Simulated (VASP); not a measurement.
# Rh (P6_3/mmc) in VASP: further runs

Rh is run at these levels: PBEsol; tasks: single point.

Everything below comes from runs of VASP 6.6.1. Logs are shortened: lines on timing, memory, paths and dates and some standing lists are left out, and cuts for length are marked.

## (1) The cell of the first run

It takes space group P6_3/mmc (No. 194, hexagonal). Conventional cell: a = 2.758 Å, b = 2.758 Å, c = 4.472 Å, α = 90.00°, β = 90.00°, γ = 120.00°. Rh (site symmetry -6m2) has 12 Rh at 2.75 to 2.76 Å within 3.6 Å.

This isn't the form of Rh at room conditions, which is fcc.

## (2) Single point, PBEsol

Contents of INCAR:

```
ALGO = Normal ; EDIFF = 1E-6
ENCUT = 520 ; GGA = PS
ISIF = 2 ; ISMEAR = -1
LASPH = T ; LCHARG = F
LREAL = F ; LWAVE = F
NBANDS = 22 ; NELM = 60
PREC = Accurate ; SIGMA = 0.05
```

Contents of KPOINTS:

```
k-points
0
Gamma
  12 12 7
```

Contents of POSCAR:

```
Rh
1.0
    2.7580201547      0.0000000000      0.0000000000
   -1.3790105823      2.3885153250      0.0000000000
    0.0000000000      0.0000000000      4.4723382775
Rh
2
Direct
    0.6666666667      0.3333333333      0.7500000000
    0.3333333333      0.6666666667      0.2500000000
```

Potentials or basis: VASP PAW PBE potentials, release 64 (Rh_pv).

The run is started by

```sh
$ cat potpaw_PBE.64/Rh_pv/POTCAR > POTCAR
$ mpirun -np 1 vasp_std > vasp.out
```

OUTCAR:

```text
EDIFF = 1E-6
   ENCUT = 520
   GGA = PS
   ISIF = 2
   ISMEAR = -1
   LASPH = T
   LREAL = F
   NELM = 60
   PREC = Accurate

 ion  position               nearest neighbor table
   1  0.667  0.333  0.750-   2 2.75   2 2.75   2 2.75   2 2.75   2 2.75   2 2.75
   2  0.333  0.667  0.250-   1 2.75   1 2.75   1 2.75   1 2.75   1 2.75   1 2.75

  LATTYP: Found a hexagonal cell.
 ALAT       =     2.7580201547
 C/A-ratio  =     1.6215756328

  Lattice vectors:

 A1 = (   2.7580201547,   0.0000000000,   0.0000000000)
 A2 = (  -1.3790105823,   2.3885153250,   0.0000000000)
 A3 = (   0.0000000000,   0.0000000000,   4.4723382775)

Analysis of symmetry for initial positions (statically):
=====================================================================
 Subroutine PRICEL returns:
 Original cell was already a primitive cell.

 Routine SETGRP: Setting up the symmetry group for a
 hexagonal supercell.

 Subroutine GETGRP returns: Found 24 space group operations
 (whereof 12 operations were pure point group operations)
 out of a pool of 24 trial point group operations.

The static configuration has the point symmetry D_3d.
 The point group associated with its full space group is D_6h.

Analysis of symmetry for dynamics (positions and initial velocities):
=====================================================================
 Subroutine PRICEL returns:
 Original cell was already a primitive cell.

 Routine SETGRP: Setting up the symmetry group for a
 hexagonal supercell.

 Subroutine GETGRP returns: Found 24 space group operations
 (whereof 12 operations were pure point group operations)
 out of a pool of 24 trial point group operations.

The dynamic configuration has the point symmetry D_3d.
 The point group associated with its full space group is D_6h.

 Subroutine INISYM returns: Found 24 space group operations
 (whereof 12 operations are pure point group operations),
 and found     1 'primitive' translations

----------------------------------------------------------------------------------------

                                     Primitive cell

  volume of cell :      29.4619

  direct lattice vectors                    reciprocal lattice vectors
     2.758020155  0.000000000  0.000000000     0.362578931  0.209335137  0.000000000
    -1.379010582  2.388515325  0.000000000     0.000000000  0.418670121  0.000000000
     0.000000000  0.000000000  4.472338277     0.000000000  0.000000000  0.223596682

[... 79 lines left out ...]
   LSORBIT =      F    spin-orbit coupling
   LASPH  =      T    aspherical Exc in radial PAW
   ENCUT  =  520.0 eV  38.22 Ry    6.18 a.u.   5.13  5.13  8.32*2*pi/ulx,y,z
   NELM   =     60;   NELMIN=  2; NELMDL= -5     # of ELM steps
   EDIFF  = 0.1E-05   stopping-criterion for ELM
   LREAL  =      F    real-space projection
   EDIFFG = 0.1E-04   stopping-criterion for IOM
   NSW    =      0    number of steps for IOM
   IBRION =     -1    ionic relax: 0-MD 1-quasi-New 2-CG
   NFREE  =      0    steps in history (QN), initial steepest desc. (CG)
   ISIF   =      2    stress and relaxation
   ISYM   =      2    0-nonsym 1-usesym 2-fastsym
   POTIM  = 0.5000    time-step for ionic-motion
   TEBEG  =    0.0;   TEEND  =   0.0 temperature during run
   PSTRESS=    0.0 pullay stress
   NELECT =      30.0000    total number of electrons
   NUPDOWN=      -1.0000    fix difference up-down
   EMIN   =  10.00;   EMAX   =-10.00  energy-range for DOS
   EFERMI =   0.00;   METHOD = LEGACY
   ISMEAR =    -1;   SIGMA  =   0.05  broadening in eV -4-tet -1-fermi 0-gaus
   EFERMI_NEDOS =   21; number of points for ismear=-14 and -15
   IALGO  =     38    algorithm
   IMIX   =      4    mixing-type and parameters
     AMIX     =   0.40;   BMIX     =  1.00
     AMIX_MAG =   1.60;   BMIX_MAG =  1.00
  volume/ion in A,a.u.               =      14.73        99.41
  Fermi-wavevector in a.u.,A,eV,Ry     =   1.647006  3.112390 36.907560  2.712629
  Thomas-Fermi vector in A             =   2.736538
   LORBIT       =      0    0 simple, 1 ext, 2 COOP (PROOUT), +10 PAW based schemes
   GGA     = PS    functional components
   LHFCALC =     F    Hartree Fock is set to
   AEXX    =    0.0000 exact exchange contribution
   IVDW    =     0    specifies the selected vdW correction
   LEPSILON=     F    determine dielectric tensor
   LRPA    =     F    only Hartree local field effects (RPA)
 non-spin polarized calculation
  energy-cutoff  :      520.00
  volume of cell :       29.46
 maximum number of plane-waves:       808
 NGX is ok and might be reduce to    24
   NGX = 11   NGY = 11   NGZ = 17

 number of electron      29.9999999 magnetization

 Free energy of the ion-electron system (eV)
  ---------------------------------------------------
  ext. energy  EPLUGINS =         0.00000000
  ---------------------------------------------------
  free energy    TOTEN  =       -16.05246046 eV

  energy without entropy =      -16.02190843  energy(sigma->0) =      -16.03718444

 E-fermi :  10.6259     XC(G=0): -13.7767

 val. band max:       10.6226901859   @ k =   0.4167   0.1667   0.1429
 cond. band min:      10.6355503424   @ k =   0.0833  -0.0000   0.4286
 fundamental gap:      0.0128601565
 Fermi energy:        10.6259364159

 k-point     1 :       0.0000    0.0000    0.0000
  band No.  band energies     occupation
      1     -36.2686      2.00000
      2     -35.7504      2.00000
      3     -35.7504      2.00000
      4     -35.6797      2.00000
      5     -35.6659      2.00000
      6     -35.6659      2.00000
[... 589 lines left out ...]
     21      25.4393      0.00000
     22      25.7583      0.00000

 [... further k-points ...]

------------------------ aborting loop because EDIFF is reached ----------------------------------------

  FORCE on cell =-STRESS in cart. coord.  units (eV):
  Direction    XX          YY          ZZ          XY          YZ          ZX
  --------------------------------------------------------------------------------------
  -------------------------------------------------------------------------------------
  Total       -3.5863584     -3.5863578     -3.7254166      0.0000008      0.0000000      0.0000000
  in kB     -195.0312270   -195.0311955   -202.5934101      0.0000412      0.0000000      0.0000000
  external PRESSURE =    -197.5519442 kB  Pullay stress =       0.0000000 kB

 VOLUME and BASIS-vectors are now :
 -----------------------------------------------------------------------------
  energy-cutoff  :      520.00
  volume of cell :       29.46
      direct lattice vectors                 reciprocal lattice vectors
     2.758020155  0.000000000  0.000000000     0.362578931  0.209335137  0.000000000
    -1.379010582  2.388515325  0.000000000     0.000000000  0.418670121  0.000000000
     0.000000000  0.000000000  4.472338277     0.000000000  0.000000000  0.223596682

 POSITION                                       TOTAL-FORCE (eV/Angst)
 -----------------------------------------------------------------------------------
      1.37901      0.79617      3.35425         0.000000     -0.000000      0.000000
     -0.00000      1.59234      1.11808        -0.000000      0.000000      0.000000
 -----------------------------------------------------------------------------------
    total drift:                                0.000000     -0.000000      0.000000

  FREE ENERGIE OF THE ION-ELECTRON SYSTEM (eV)
  ---------------------------------------------------
  free  energy   TOTEN  =       -16.0524604573 eV

  energy  without entropy=      -16.0219084301  energy(sigma->0) =      -16.03718444
```

It took 20 s on 1 thread of Intel Xeon Platinum 8488C (Sapphire Rapids), shared host; peak memory 0.17 GiB.

Results:

```yaml
Free_energy: -16.0525 eV
Pressure: -19.8 GPa
Band_gap_on_the_k_mesh: zero (bands 15 and 16 overlap by 2.16 eV)
```

Caveat: the cell stands under tension; the PAW data sets were made with another functional, which shifts forces and pressure a little.

## (3) Single point, PBEsol

This run uses another cell than the first one, of 15.16 Å³/atom.

Contents of INCAR:

```
SYSTEM = Rh
ALGO = Normal ; EDIFF = 1E-6
ENCUT = 520 ; GGA = PS
ISIF = 2 ; ISMEAR = -1
LASPH = .True. ; LCHARG = .False.
LREAL = .False. ; LWAVE = .False.
NBANDS = 22 ; NELM = 100
PREC = Accurate ; SIGMA = 0.05
```

Contents of KPOINTS:

```
k-points
0
Gamma
  12 12 7
  0 0 0
```

Contents of POSCAR:

```
Rh
1.0
    2.7845412062      0.0000000000      0.0000000000
   -1.3922711129      2.4114832275      0.0000000000
    0.0000000000      0.0000000000      4.5153441684
Rh
2
Direct
    0.6666666667      0.3333333333      0.7500000000
    0.3333333333      0.6666666667      0.2500000000
```

Potentials or basis: VASP PAW PBE potentials, release 64 (Rh_pv).

The run is started by

```sh
$ cat potpaw_PBE.64/Rh_pv/POTCAR > POTCAR
$ mpirun -np 1 vasp_std > vasp.out
```

It took 20 s on 1 thread of Intel Xeon Platinum 8488C (Sapphire Rapids), shared host; peak memory 0.18 GiB.

Results (log left out):

```
Free energy            : -15.9341 eV
Pressure               : -24.6 GPa
Band gap on the k mesh : zero (bands 15 and 16 overlap by 2.06 eV)
```

Stress tensor (GPa, compression positive):
```
-24.29   0.00   0.00
  0.00 -24.29   0.00
  0.00   0.00 -25.21
```

Levels at points of the mesh, in eV from the Fermi level:
```
           k point  band 11  band 12  band 13  band 14  band 15  band 16  band 17  band 18  band 19  band 20
(0.00, 0.00, 0.00)    -2.62    -2.17    -2.17    -1.64    -1.64     0.11     0.11     0.74     7.61    15.79
(0.50, 0.00, 0.00)    -2.36    -1.96    -1.89     0.36     0.51     0.62     2.72     4.62     9.56    10.00
```

Caveat: the cell stands under tension; the PAW data sets were made with another functional, which shifts forces and pressure a little.
